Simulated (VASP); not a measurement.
# SiO2 (P6_422) in VASP: further runs

The runs below take SiO2 through relaxation of shape and atoms at fixed volume, with PBE.

Everything below comes from runs of VASP 6.6.1. Logs are shortened: lines on timing, memory, paths and dates and some standing lists are left out, and cuts for length are marked.

## Step 1: The cell of the first run

The structure is hexagonal, space group P6_422 (No. 181). Conventional cell: a = 5.156 Å, b = 5.156 Å, c = 5.640 Å, α = 90.00°, β = 90.00°, γ = 120.00°. Within 2.2 Å of Si (site symmetry 222) lie 4 O at 1.64 Å. O (site symmetry 2) has 2 Si at 1.64 Å within 2.2 Å.

## Step 2: Relaxation of shape and atoms at fixed volume, PBE (14.43 Å³/atom)

Input file INCAR:

```
SYSTEM = SiO2
ALGO = Normal
EDIFF = 1E-6
EDIFFG = -0.01
ENCUT = 600
GGA = PE
IBRION = 2
ISIF = 4
ISMEAR = 0
LASPH = .True.
LCHARG = .False.
LREAL = .False.
LWAVE = .False.
NELM = 60
NSW = 50
PREC = Accurate
SIGMA = 0.02
```

Input file KPOINTS:

```
k-points
0
Gamma
  6 6 4
  0 0 0
```

Input file POSCAR:

```
SiO2
1.0
    5.1559295149      0.0000000000      0.0000000000
   -2.5779647574      4.4651659400      0.0000000000
    0.0000000000      0.0000000000      5.6403478855
Si O
3 6
Direct
    0.0000000000      0.5000000000      0.3333333333
    0.5000000000      0.5000000000      0.6666666667
    0.5000000000      0.0000000000      0.0000000000
    0.5839605948      0.7919802974      0.8333333333
    0.7919802974      0.5839605948      0.5000000000
    0.7919802974      0.2080197026      0.1666666667
    0.4160394052      0.2080197026      0.8333333333
    0.2080197026      0.4160394052      0.5000000000
    0.2080197026      0.7919802974      0.1666666667
```

Potentials or basis: VASP PAW PBE potentials, release 64 (Si, O).

Run with:

```sh
cat potpaw_PBE.64/Si/POTCAR potpaw_PBE.64/O/POTCAR > POTCAR
mpirun -np 1 vasp_std > vasp.out
```

OUTCAR:

```text
SYSTEM = SiO2
   EDIFF = 1E-6
   EDIFFG = -0.01
   ENCUT = 600
   GGA = PE
   IBRION = 2
   ISIF = 4
   ISMEAR = 0
   LASPH = .True.
   LREAL = .False.
   NELM = 60
   NSW = 50
   PREC = Accurate

 ion  position               nearest neighbor table
   1  0.000  0.500  0.333-   6 1.64   9 1.64   8 1.64   5 1.64
   2  0.500  0.500  0.667-   4 1.64   7 1.64   5 1.64   8 1.64
   3  0.500  0.000  0.000-   4 1.64   7 1.64   6 1.64   9 1.64
   4  0.584  0.792  0.833-   2 1.64   3 1.64
   5  0.792  0.584  0.500-   1 1.64   2 1.64
   6  0.792  0.208  0.167-   1 1.64   3 1.64
   7  0.416  0.208  0.833-   2 1.64   3 1.64
   8  0.208  0.416  0.500-   1 1.64   2 1.64
   9  0.208  0.792  0.167-   1 1.64   3 1.64

  LATTYP: Found a hexagonal cell.
 ALAT       =     5.1559295149
 C/A-ratio  =     1.0939536449

  Lattice vectors:

 A1 = (   5.1559295149,   0.0000000000,   0.0000000000)
 A2 = (  -2.5779647574,   4.4651659400,   0.0000000000)
 A3 = (   0.0000000000,   0.0000000000,   5.6403478855)

Analysis of symmetry for initial positions (statically):
=====================================================================
 Subroutine PRICEL returns:
 Original cell was already a primitive cell.

 Routine SETGRP: Setting up the symmetry group for a
 hexagonal supercell.

 Subroutine GETGRP returns: Found 12 space group operations
 (whereof  4 operations were pure point group operations)
 out of a pool of 24 trial point group operations.

The static configuration has the point symmetry D_2 .
 The point group associated with its full space group is D_6 .

Analysis of symmetry for dynamics (positions and initial velocities):
=====================================================================
 Subroutine PRICEL returns:
 Original cell was already a primitive cell.

 Routine SETGRP: Setting up the symmetry group for a
 hexagonal supercell.

 Subroutine GETGRP returns: Found 12 space group operations
 (whereof  4 operations were pure point group operations)
 out of a pool of 24 trial point group operations.

The dynamic configuration has the point symmetry D_2 .
 The point group associated with its full space group is D_6 .

 Subroutine INISYM returns: Found 12 space group operations
 (whereof  4 operations are pure point group operations),
 and found     1 'primitive' translations

----------------------------------------------------------------------------------------

                                     Primitive cell

  volume of cell :     129.8525

  direct lattice vectors                    reciprocal lattice vectors
     5.155929515  0.000000000  0.000000000     0.193951449  0.111977921  0.000000000
    -2.577964757  4.465165940  0.000000000     0.000000000  0.223955843  0.000000000
     0.000000000  0.000000000  5.640347885     0.000000000  0.000000000  0.177294029

  length of vectors
     5.155929515  5.155929515  5.640347885     0.223955842  0.223955843  0.177294029

  position of ions in fractional coordinates (direct lattice)
     0.000000000  0.500000000  0.333333333
     0.500000000  0.500000000  0.666666667
     0.500000000  0.000000000  0.000000000
     0.583960595  0.791980297  0.833333333
     0.791980297  0.583960595  0.500000000
     0.791980297  0.208019703  0.166666667
     0.416039405  0.208019703  0.833333333
     0.208019703  0.416039405  0.500000000
     0.208019703  0.791980297  0.166666667

  ion indices of the primitive-cell ions
   primitive index   ion index
                 1           1
                 2           2
                 3           3
                 4           4
                 5           5
                 6           6
                 7           7
                 8           8
                 9           9

----------------------------------------------------------------------------------------

 KPOINTS: k-points

Automatic generation of k-mesh.
 Grid dimensions read from file:
 generate k-points for:    6    6    4

 Generating k-lattice:

  Cartesian coordinates                     Fractional coordinates (reciprocal lattice)
     0.032325241  0.018662987  0.000000000     0.166666667  0.000000000  0.000000000
     0.000000000  0.037325974  0.000000000     0.000000000  0.166666667  0.000000000
     0.000000000  0.000000000  0.044323507     0.000000000  0.000000000  0.250000000

  Length of vectors
     0.037325974  0.037325974  0.044323507

  Shift w.r.t. Gamma in fractional coordinates (k-lattice)
     0.000000000  0.000000000  0.000000000

 Subroutine IBZKPT returns following result:
 ===========================================

 Found     21 irreducible k-points:

 Following reciprocal coordinates:
            Coordinates               Weight
  0.000000  0.000000  0.000000      1.000000
  0.166667 -0.000000  0.000000      6.000000
  0.333333 -0.000000  0.000000      6.000000
  0.500000 -0.000000  0.000000      3.000000
  0.166667  0.166667  0.000000      6.000000
  0.333333  0.166667  0.000000     12.000000
[... 13 lines left out ...]
  0.333333  0.166667  0.500000     12.000000
  0.333333  0.333333  0.500000      2.000000
   k-points           NKPTS =     21   k-points in BZ     NKDIM =     21   number of bands    NBANDS=     29
   number of dos      NEDOS =    301   number of ions     NIONS =      9
   total plane-waves  NPLWV =  84672
   dimension x,y,z NGX =    42 NGY =   42 NGZ =   48
   dimension x,y,z NGXF=    84 NGYF=   84 NGZF=   96
   ions per type =               3   6
   NGX,Y,Z   is equivalent  to a cutoff of  13.54, 13.54, 14.15 a.u.
   NGXF,Y,Z  is equivalent  to a cutoff of  27.08, 27.08, 28.30 a.u.
 SYSTEM =  SiO2
   PREC   = accura    normal or accurate (medium, high low for compatibility)
   ISTART =      0    job   : 0-new  1-cont  2-samecut
   ICHARG =      2    charge: 1-file 2-atom 10-const
   ISPIN  =      1    spin polarized calculation?
   LNONCOLLINEAR =      F non collinear calculations
   LSORBIT =      F    spin-orbit coupling
   LASPH  =      T    aspherical Exc in radial PAW
   ENCUT  =  600.0 eV  44.10 Ry    6.64 a.u.  10.30 10.30 11.27*2*pi/ulx,y,z
   NELM   =     60;   NELMIN=  2; NELMDL= -5     # of ELM steps
   EDIFF  = 0.1E-05   stopping-criterion for ELM
   LREAL  =      F    real-space projection
   EDIFFG = -.1E-01   stopping-criterion for IOM
   NSW    =     50    number of steps for IOM
   IBRION =      2    ionic relax: 0-MD 1-quasi-New 2-CG
   NFREE  =      1    steps in history (QN), initial steepest desc. (CG)
   ISIF   =      4    stress and relaxation
   ISYM   =      2    0-nonsym 1-usesym 2-fastsym
   POTIM  = 0.5000    time-step for ionic-motion
   TEBEG  =    0.0;   TEEND  =   0.0 temperature during run
   PSTRESS=    0.0 pullay stress
   NELECT =      48.0000    total number of electrons
   NUPDOWN=      -1.0000    fix difference up-down
   EMIN   =  10.00;   EMAX   =-10.00  energy-range for DOS
   EFERMI =   0.00;   METHOD = LEGACY
   ISMEAR =     0;   SIGMA  =   0.02  broadening in eV -4-tet -1-fermi 0-gaus
   EFERMI_NEDOS =   21; number of points for ismear=-14 and -15
   IALGO  =     38    algorithm
   IMIX   =      4    mixing-type and parameters
     AMIX     =   0.40;   BMIX     =  1.00
     AMIX_MAG =   1.60;   BMIX_MAG =  1.00
  volume/ion in A,a.u.               =      14.43        97.37
  Fermi-wavevector in a.u.,A,eV,Ry     =   1.174911  2.220260 18.781708  1.380417
  Thomas-Fermi vector in A             =   2.311301
   LORBIT       =      0    0 simple, 1 ext, 2 COOP (PROOUT), +10 PAW based schemes
   GGA     = PE    functional components
   LHFCALC =     F    Hartree Fock is set to
   AEXX    =    0.0000 exact exchange contribution
   IVDW    =     0    specifies the selected vdW correction
   LEPSILON=     F    determine dielectric tensor
   LRPA    =     F    only Hartree local field effects (RPA)
 conjugate gradient relaxation of ions
 non-spin polarized calculation
 Gauss-broadening in eV      SIGMA  =   0.02
  energy-cutoff  :      600.00
  volume of cell :      129.85
 maximum number of plane-waves:      4352
 NGX is ok and might be reduce to    42
   NGX = 21   NGY = 21   NGZ = 23

--------------------------------------- Ionic step        1  -------------------------------------------

 number of electron      48.0000011 magnetization

 Free energy of the ion-electron system (eV)
  ---------------------------------------------------
  ext. energy  EPLUGINS =         0.00000000
  ---------------------------------------------------
  free energy    TOTEN  =       -71.09613833 eV

  energy without entropy =      -71.09613833  energy(sigma->0) =      -71.09613833

------------------------ aborting loop because EDIFF is reached ----------------------------------------

  FORCE on cell =-STRESS in cart. coord.  units (eV):
  Direction    XX          YY          ZZ          XY          YZ          ZX
  --------------------------------------------------------------------------------------
  -------------------------------------------------------------------------------------
  Total       -4.0633598     -4.0633598     -4.0464033     -0.0000000     -0.0000000      0.0000000
  in kB      -50.1355052    -50.1355052    -49.9262887     -0.0000000     -0.0000000      0.0000000
  external PRESSURE =     -50.0657664 kB  Pullay stress =       0.0000000 kB
[... 200 lines left out ...]
  energy  without entropy=      -71.1107022507  energy(sigma->0) =      -71.11070225

--------------------------------------- Ionic step        6  -------------------------------------------

 number of electron      48.0000011 magnetization

 Free energy of the ion-electron system (eV)
  ---------------------------------------------------
  ext. energy  EPLUGINS =         0.00000000
  ---------------------------------------------------
  free energy    TOTEN  =       -71.11080131 eV

  energy without entropy =      -71.11080131  energy(sigma->0) =      -71.11080131

 E-fermi :   0.2759     XC(G=0):  -8.4813

 val. band max:        0.1472145821   @ k =   0.5000  -0.0000   0.0000
 cond. band min:       5.5307858798   @ k =   0.0000   0.0000   0.0000
 fundamental gap:      5.3835712977
 Fermi energy:         0.2758593045

 k-point     1 :       0.0000    0.0000    0.0000
  band No.  band energies     occupation
      1     -19.0344      2.00000
      2     -17.6656      2.00000
      3     -17.6656      2.00000
      4     -17.1333      2.00000
      5     -17.0483      2.00000
      6     -17.0483      2.00000
[... 697 lines left out ...]
  FREE ENERGIE OF THE ION-ELECTRON SYSTEM (eV)
  ---------------------------------------------------
  free  energy   TOTEN  =       -71.1108013098 eV

  energy  without entropy=      -71.1108013098  energy(sigma->0) =      -71.11080131

 reached required accuracy - stopping structural energy minimisation
```

Run time: 6.2 min. Hardware: 1 thread of Intel Xeon 8259CL, shared host; peak memory 0.31 GiB.

Results:

- Free energy: -71.1108 eV
- Energy gained by relaxing: 1.6 meV/atom
- Ionic steps: 6
- Pressure after relaxing: -3.9 GPa
- Band gap on the k mesh: 5.38 eV (least direct gap 5.58 eV)

Forces on the atoms (eV/Å):
```
Si   0.000  0.000  0.000
Si   0.000  0.000  0.000
Si   0.000  0.000  0.000
O   -0.003 -0.001  0.000
O    0.000 -0.003  0.000
O   -0.003  0.001  0.000
O    0.003  0.001  0.000
O    0.000  0.003  0.000
O    0.003 -0.001  0.000
```

The path:
| step | energy change (eV) | largest force (eV/Å) | pressure (GPa) | volume (Å³) |
| --- | --- | --- | --- | --- |
| 1 | 0.0000 | 0.2195 | -5.01 | 129.85 |
| 2 | -0.0106 | 0.1152 | -4.49 | 129.85 |
| 3 | -0.0146 | 0.0060 | -3.88 | 129.85 |
| 4 | -0.0146 | 0.0009 | -3.91 | 129.85 |
| 5 | -0.0146 | 0.0042 | -3.93 | 129.85 |
| 6 | -0.0147 | 0.0030 | -3.92 | 129.85 |

Final structure:
```
CELL_PARAMETERS angstrom
5.15747 0.00000 0.00000
-2.57874 4.46650 0.00000
0.00000 0.00000 5.63697
ATOMIC_POSITIONS crystal
Si 0.00000 0.50000 0.33333
Si 0.50000 0.50000 0.66667
Si 0.50000 0.00000 0.00000
O 0.57904 0.78952 0.83333
O 0.78952 0.57904 0.50000
O 0.78952 0.21048 0.16667
O 0.42096 0.21048 0.83333
O 0.21048 0.42096 0.50000
O 0.21048 0.78952 0.16667
```

(Continued in part 2 of 2.)
